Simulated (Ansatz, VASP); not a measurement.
## Zr3Ag: VASP beside Ansatz

File INCAR:

```
SYSTEM = Zr3Ag
PREC     = Accurate       ! precision mode
ENCUT    = 520            ! plane-wave cutoff, eV
EDIFF    = 1E-8           ! SCF threshold, eV
ISMEAR   = -1             ! smearing method
SIGMA    = 0.05           ! smearing width, eV
LREAL    = .False.        ! projectors in reciprocal space
LASPH    = .True.         ! aspherical terms in the spheres
NELM     = 100            ! most SCF steps
ALGO     = Normal         ! electronic algorithm
ISIF     = 2              ! what is computed and relaxed
LWAVE    = .False.        ! write WAVECAR
LCHARG   = .False.        ! write CHGCAR
LEFG     = .True.       
NBANDS   = 32             ! bands
```

KPOINTS

```
regular mesh
0
Gamma
  7 7 8
  0 0 0
```

POSCAR

```
Zr3Ag
1.0
    4.5962392918      0.0000000000      0.0000000000
    0.0000000000      4.5962392918      0.0000000000
    0.0000000000      0.0000000000      4.0123981203
Zr Ag
3 1
Direct
    0.5000000000      0.5000000000      0.0000000000
    0.0000000000      0.5000000000      0.5000000000
    0.5000000000      0.0000000000      0.5000000000
    0.0000000000      0.0000000000      0.0000000000
```

Input for Ansatz:

```yaml
crystal:
  lattice:
    - [4.5962392918, 0.0, 0.0]
    - [0.0, 4.5962392918, 0.0]
    - [0.0, 0.0, 4.0123981203]
  atoms:
    - { symbol: Zr, position: [0.5, 0.5, 0.0] }
    - { symbol: Zr, position: [0.0, 0.5, 0.5] }
    - { symbol: Zr, position: [0.5, 0.0, 0.5] }
    - { symbol: Ag, position: [0.0, 0.0, 0.0] }
kpoints:
  mp_grid: { grid: [7, 7, 8] }
scf:
  occupations: { method: fermi_dirac, width: 0.05 }
hamiltonian:
  xc: lda
  pseudopotentials: { kind: paw }
output:
  forces: true
  stress: true
  eigenvalues: true
  efg: { contact_densities: true }
```

Change from the starting cell: volume scaled by 1.02, PAW files.

Alike in both runs: task electric field gradients; functional LDA; k mesh 7 × 7 × 8; occupations fermi-dirac, width 0.05 eV; no spin polarisation.

|  | VASP | Ansatz |
| --- | --- | --- |
| version | VASP 6.6.1 | Ansatz 0.2.0 |
| potentials or method | VASP PAW LDA potentials, release 64 (Zr_sv, Ag) | PAW with Ansatz's default frozen-core files, scalar-relativistic |
| plane-wave cutoff (eV) | 520 | 420 |
| valence electrons in the cell | 47 | 55 |

|  | VASP | Ansatz | Ansatz less VASP |
| --- | --- | --- | --- |
| pressure (GPa) | -6.6 | -6.8 | -0.14 |
| traceless stress, the component that is largest in VASP (GPa) | 1.65 | 1.67 | +0.019 |
| size of Vzz on the site where it differs most (V/Å²) | 33.3 | 27.2 | -6.09 |

LDA's correlation is that of Perdew and Zunger in VASP and of Perdew and Wang (1992) in Ansatz. VASP's potentials hold 47 valence electrons a cell and Ansatz's 55, so a difference there can come from the potentials and not from the codes.
